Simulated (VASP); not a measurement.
# Cr (P6/mmm) in VASP: a series of runs, part 2 of 2

VASP 6.6.1.

**5. Single point, BLYP (12.26 Å³/atom)**

This run uses another cell than the first one, of 12.26 Å³/atom.

Contents of INCAR:

```
SYSTEM = Cr
PREC     = Accurate       ! precision mode
ENCUT    = 520            ! plane-wave cutoff, eV
EDIFF    = 1E-6           ! SCF threshold, eV
ISMEAR   = -1             ! smearing method
SIGMA    = 0.1            ! smearing width, eV
LREAL    = .False.        ! projectors in reciprocal space
LASPH    = .True.         ! aspherical terms in the spheres
NELM     = 80             ! most SCF steps
ALGO     = Normal         ! electronic algorithm
ISIF     = 2              ! what is computed and relaxed
LWAVE    = .False.        ! write WAVECAR
LCHARG   = .False.        ! write CHGCAR
GGA      = B5             ! functional
ALDAX    = 1.0          
AGGAX    = 1.0          
AGGAC    = 1.0          
ALDAC    = 0.0          
NBANDS   = 25             ! bands
```

Contents of KPOINTS:

```
Automatic mesh
0
Gamma
  10 10 15
  0 0 0
```

Contents of POSCAR:

```
Cr
1.0
    4.2904483591      0.0000000000      0.0000000000
   -2.1452241795      3.7156372726      0.0000000000
    0.0000000000      0.0000000000      2.3063993473
Cr
3
Direct
    1.0000000000      0.0000000000      0.0000000000
    0.3333333333      0.6666666667      0.5000000000
    0.6666666667      0.3333333333      0.5000000000
```

Potentials or basis: VASP PAW PBE potentials, release 64 (Cr_pv).

Launch:

```bash
$ cat potpaw_PBE.64/Cr_pv/POTCAR > POTCAR
$ mpirun -np 1 vasp_std > vasp.out
```

OUTCAR:

```text
SYSTEM = Cr
   PREC = Accurate
   ENCUT = 520
   EDIFF = 1E-6
   ISMEAR = -1
   LREAL = .False.
   LASPH = .True.
   NELM = 80
   ISIF = 2
   GGA = B5

 ion  position               nearest neighbor table
   1  0.000  0.000  0.000-   2 2.73   3 2.73   2 2.73   3 2.73   2 2.73   2 2.73   3 2.73   3 2.73
                             3 2.73   3 2.73   2 2.73   2 2.73
   2  0.333  0.667  0.500-   3 2.48   3 2.48   3 2.48   1 2.73   1 2.73   1 2.73   1 2.73   1 2.73
                             1 2.73
   3  0.667  0.333  0.500-   2 2.48   2 2.48   2 2.48   1 2.73   1 2.73   1 2.73   1 2.73   1 2.73
                             1 2.73

  LATTYP: Found a hexagonal cell.
[... 870 lines left out ...]
  --------------------------------------------------------------------------------------
  -------------------------------------------------------------------------------------
  Total       -0.0748773     -0.0748773      0.1258971     -0.0000000     -0.0000000      0.0000000
  in kB       -3.2627967     -3.2627967      5.4859993     -0.0000000     -0.0000000      0.0000000
  external PRESSURE =      -0.3465314 kB  Pullay stress =       0.0000000 kB

 VOLUME and BASIS-vectors are now :
 -----------------------------------------------------------------------------
  energy-cutoff  :      520.00
  volume of cell :       36.77
      direct lattice vectors                 reciprocal lattice vectors
     4.290448359  0.000000000  0.000000000     0.233075874  0.134566418  0.000000000
    -2.145224179  3.715637273  0.000000000     0.000000000  0.269132837  0.000000000
     0.000000000  0.000000000  2.306399347     0.000000000  0.000000000  0.433576259

 POSITION                                       TOTAL-FORCE (eV/Angst)
 -----------------------------------------------------------------------------------
      0.00000      0.00000      0.00000         0.000000      0.000000      0.000000
     -0.00000      2.47709      1.15320         0.000000      0.000000     -0.000000
      2.14522      1.23855      1.15320        -0.000000      0.000000      0.000000
 -----------------------------------------------------------------------------------
    total drift:                               -0.000000      0.000000      0.000000

  FREE ENERGIE OF THE ION-ELECTRON SYSTEM (eV)
  ---------------------------------------------------
  free  energy   TOTEN  =       -24.1263720384 eV

  energy  without entropy=      -23.9643461339  energy(sigma->0) =      -24.04535909
```

OSZICAR:

```text
N       E                     dE             d eps       ncg     rms          rms(c)
DAV:   1     0.418775536772E+03    0.41878E+03   -0.20662E+04  5600   0.177E+03
DAV:   2    -0.898408477923E+01   -0.42776E+03   -0.41792E+03  5711   0.523E+02
DAV:   3    -0.274440834990E+02   -0.18460E+02   -0.17843E+02  6605   0.124E+02
DAV:   4    -0.279077731234E+02   -0.46369E+00   -0.45915E+00  6383   0.186E+01
DAV:   5    -0.279215724044E+02   -0.13799E-01   -0.13794E-01  6989   0.310E+00    0.188E+01
DAV:   6    -0.242517038942E+02    0.36699E+01   -0.24350E+01  5956   0.461E+01    0.417E+00
DAV:   7    -0.259980384777E+02   -0.17463E+01   -0.99458E+00  7399   0.324E+01    0.149E+01
DAV:   8    -0.241358766838E+02    0.18622E+01   -0.70358E+00  7189   0.170E+01    0.157E+00
DAV:   9    -0.241325489255E+02    0.33278E-02   -0.15721E-01  6784   0.355E+00    0.101E+00
DAV:  10    -0.241263242867E+02    0.62246E-02   -0.27147E-02  6934   0.196E+00    0.124E-01
DAV:  11    -0.241264112498E+02   -0.86963E-04   -0.16846E-03  6330   0.445E-01    0.753E-02
DAV:  12    -0.241263749610E+02    0.36289E-04   -0.28806E-04  7032   0.181E-01    0.205E-02
DAV:  13    -0.241263732504E+02    0.17106E-05   -0.23192E-05  7443   0.409E-02    0.120E-02
DAV:  14    -0.241263726820E+02    0.56836E-06   -0.10293E-05  5960   0.336E-02    0.493E-03
DAV:  15    -0.241263720384E+02    0.64364E-06   -0.18354E-06  3799   0.133E-02
   1 F= -.24126372E+02 E0= -.24045359E+02  d E =-.162026E+00
```

stdout:

```text
POSCAR found type information on POSCAR Cr
 POSCAR found :  1 types and       3 ions
 scaLAPACK will be used
 -----------------------------------------------------------------------------
|                                                                             |
|                                                                             |
|     You enforced a specific xc type in the INCAR file but a different       |
|     I HOPE YOU KNOW WHAT YOU ARE DOING!                                     |
|                                                                             |
 -----------------------------------------------------------------------------

 LDA part: xc-table for (Slater(with rela. corr.)+VWN5), standard interpolation
 POSCAR, INCAR and KPOINTS ok, starting setup
 FFT: planning ... GRIDC
 FFT: planning ... GRID_SOFT
 FFT: planning ... GRID
 WAVECAR not read
 entering main loop
```

It took 61 s on 1 thread of Intel Xeon 6975P-C (Granite Rapids), shared host; peak memory 0.19 GiB.

Results:

| Quantity | Value |
| --- | --- |
| Free energy | -24.1264 eV |
| Pressure | 0.0 GPa |
| Band gap on the k mesh | zero (bands 18 and 19 overlap by 0.94 eV) |

Levels at points of the mesh, in eV from the Fermi level:
| k point | band 16 | band 17 | band 18 | band 19 | band 20 | band 21 |
| --- | --- | --- | --- | --- | --- | --- |
| (0.00, 0.00, 0.00) | -1.92 | -1.84 | -0.35 | -0.35 | 1.28 | 1.28 |
| (0.50, 0.00, 0.00) | -1.78 | -1.54 | 0.59 | 0.77 | 1.24 | 1.41 |

Caveat: the PAW data sets were made with another functional, which shifts forces and pressure a little; the run has no spin polarisation, though such a crystal can be magnetic. Spin polarisation is off, so any magnetic state and its effect on volume and gap are missing.

**6. Single point, BLYP (12.75 Å³/atom)**

This run uses another cell than the first one, of 12.75 Å³/atom.

Contents of INCAR:

```
SYSTEM = Cr
  AGGAC = 1.0
  AGGAX = 1.0
  ALDAC = 0.0
  ALDAX = 1.0
  ALGO = Normal
  EDIFF = 1E-6
  ENCUT = 520
  GGA = B5
  ISIF = 2
  ISMEAR = -1
  LASPH = .True.
  LCHARG = .False.
  LREAL = .False.
  LWAVE = .False.
  NBANDS = 25
  NELM = 60
  PREC = Accurate
  SIGMA = 0.1
```

Contents of KPOINTS:

```
k-points
0
Gamma
  10 10 15
  0 0 0
```

Contents of POSCAR:

```
Cr
1.0
    4.3469081016      0.0000000000      0.0000000000
   -2.1734540508      3.7645328439      0.0000000000
    0.0000000000      0.0000000000      2.3367501877
Cr
3
Direct
    1.0000000000      0.0000000000      0.0000000000
    0.3333333333      0.6666666667      0.5000000000
    0.6666666667      0.3333333333      0.5000000000
```

Potentials or basis: VASP PAW PBE potentials, release 64 (Cr_pv).

Launch:

```bash
$ cat potpaw_PBE.64/Cr_pv/POTCAR > POTCAR
$ mpirun -np 1 vasp_std > vasp.out
```

It took 54 s on 1 thread of Intel Xeon 6975P-C (Granite Rapids), shared host; peak memory 0.19 GiB.

The run converged. Its results:

- Free energy: -24.0903 eV
- Pressure: -7.8 GPa
- Band gap on the k mesh: zero (bands 18 and 19 overlap by 0.86 eV)

Levels at points of the mesh, in eV from the Fermi level:
| k point | band 16 | band 17 | band 18 | band 19 | band 20 | band 21 |
| --- | --- | --- | --- | --- | --- | --- |
| (0.00, 0.00, 0.00) | -1.83 | -1.75 | -0.32 | -0.32 | 1.23 | 1.23 |
| (0.50, 0.00, 0.00) | -1.70 | -1.45 | 0.54 | 0.74 | 1.17 | 1.34 |

Caveat: the cell stands under tension; the PAW data sets were made with another functional, which shifts forces and pressure a little; the run has no spin polarisation, though such a crystal can be magnetic.

**7. The runs side by side**

```csv
cell,gap on the mesh (eV),pressure (GPa)
"a = 4.111, b = 4.111, c = 2.210 Å, angles 90.0, 90.0, 120.0°, 3 atoms",none,36.1
"a = 4.173, b = 4.173, c = 2.243 Å, angles 90.0, 90.0, 120.0°, 3 atoms",none,21.4
"a = 4.232, b = 4.232, c = 2.275 Å, angles 90.0, 90.0, 120.0°, 3 atoms",none,9.6
"a = 4.290, b = 4.290, c = 2.306 Å, angles 90.0, 90.0, 120.0°, 3 atoms",none,0.0
"a = 4.347, b = 4.347, c = 2.337 Å, angles 90.0, 90.0, 120.0°, 3 atoms",none,-7.8
```

Alike in all rows: task single point; level BLYP; potentials or basis VASP PAW PBE potentials, release 64 (Cr_pv); no spin polarisation; k mesh 10 × 10 × 15; cutoff (eV) 520; smearing fermi-dirac 0.1 eV.

Caveats: the PAW data sets were made with another functional, which shifts forces and pressure a little; the run has no spin polarisation, though such a crystal can be magnetic; the cell stands under pressure (at least some runs); the cell stands under tension (at least some runs).

Total energies depend on the potentials used, so only differences within one code and one set of settings carry meaning.
